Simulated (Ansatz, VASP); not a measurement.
## Be: VASP beside Ansatz

```
CELL_PARAMETERS angstrom
2.24244 0.00000 0.00000
-1.12122 1.94201 0.00000
0.00000 0.00000 3.63275
ATOMIC_POSITIONS crystal
Be 0.29333 0.64667 0.22000
Be 0.70667 0.35333 0.78000
```

Change from the starting cell: shortest bond scaled by 0.88, LAPW.

Alike in both runs: task single point; functional PBEsol; k mesh 15 × 15 × 8; occupations fermi-dirac, width 0.05 eV; no spin polarisation.

```csv
,VASP,Ansatz
version,VASP 6.6.1,Ansatz 0.2.0
potentials or method,"VASP PAW PBE potentials, release 64 (Be), cutoff 520 eV","all-electron LAPW, scalar-relativistic"
```

|  | VASP | Ansatz | Ansatz less VASP |
| --- | --- | --- | --- |
| pressure (GPa) | 3.6 | 3.1 | -0.50 |
| traceless stress, the component that is largest in VASP (GPa) | 4.81 | 4.80 | -0.011 |
| rms of the force components (eV/Å) | 1.101 | 1.086 | -0.0154 |

VASP's potentials were made for PBE, not for PBEsol. Atom by atom the forces differ by 0.016 eV/Å (rms over components). Ansatz ran all-electron here, and VASP with PAW potentials.
